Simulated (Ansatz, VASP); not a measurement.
## One calculation of TePb, two programs

```
Pb Te
1.0
     4.58894    0.00000    0.00000
    -2.29447    3.97414    0.00000
     0.00000    0.00000    8.00424
Pb Te
2 2
Direct
  0.00000 0.00000 0.00000
  0.00000 0.00000 0.50000
  0.33333 0.66667 0.25000
  0.66667 0.33333 0.75000
```

Alike in both runs: task single point; functional r2SCAN; k mesh 6 × 6 × 4; occupations fermi-dirac, width 0.02 eV; no spin polarisation.

|  | VASP | Ansatz |
| --- | --- | --- |
| version | VASP 6.6.1 | Ansatz 0.2.0 |
| potentials or method | VASP PAW PBE potentials, release 64 (Pb_d, Te) | plane waves, PAW |
| plane-wave cutoff (eV) | 520 | 500 |
| valence electrons in the cell | 40 | 60 |

```csv
,VASP,Ansatz,Ansatz less VASP
pressure (GPa),-1.2,-1.2,+0.01
"traceless stress, the component that is largest in VASP (GPa)",-0.14,-0.14,+0.001
```

VASP's potentials were made for PBE, not for r2SCAN. With one functional, cell and mesh, what is left measures potentials, basis and numerics. VASP's potentials hold 40 valence electrons a cell and Ansatz's 60, so a difference there can come from the potentials and not from the codes.

Neither program's run includes spin-orbit coupling.
